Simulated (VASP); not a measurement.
Si, 1 atom in the cell. It takes space group P2/m (No. 10, monoclinic). The conventional cell has a = 2.620 Å, b = 2.521 Å, c = 2.678 Å, α = 90.00°, β = 116.18°, γ = 90.00°. Si (site symmetry 2/m) has 8 Si at 2.52 to 2.80 Å within 3.3 Å.  This cell differs from its parent crystal: strained.

* Program: VASP 6.6.1
* Task: single point
* Functional: PBE
* Potentials or basis: VASP PAW PBE potentials, release 64 (Si)
* Cutoff: 500 eV
* k mesh: 16 × 16 × 14
* Occupations: gaussian, width 0.1 eV
* Spin: no spin polarisation
* Dipole correction: no
* Further INCAR settings: ALGO = Normal; EDIFF = 1e-06; NBANDS = 8

Potentials or basis: VASP PAW PBE potentials, release 64 (Si).

Command:

```sh
$ cat potpaw_PBE.64/Si/POTCAR > POTCAR
$ mpirun -np 1 vasp_std > vasp.out
```

Hardware: 1 thread of Intel(R) Xeon(R) 6975P-C (Granite Rapids) (shared host).

**Question.** Estimate the wall time of this run.

**Answer.** It took 31 s on 1 thread of Intel(R) Xeon(R) 6975P-C (Granite Rapids), with other jobs on the host, peak memory 0.2 GiB. Counts: scf iterations 10, k points 1040.
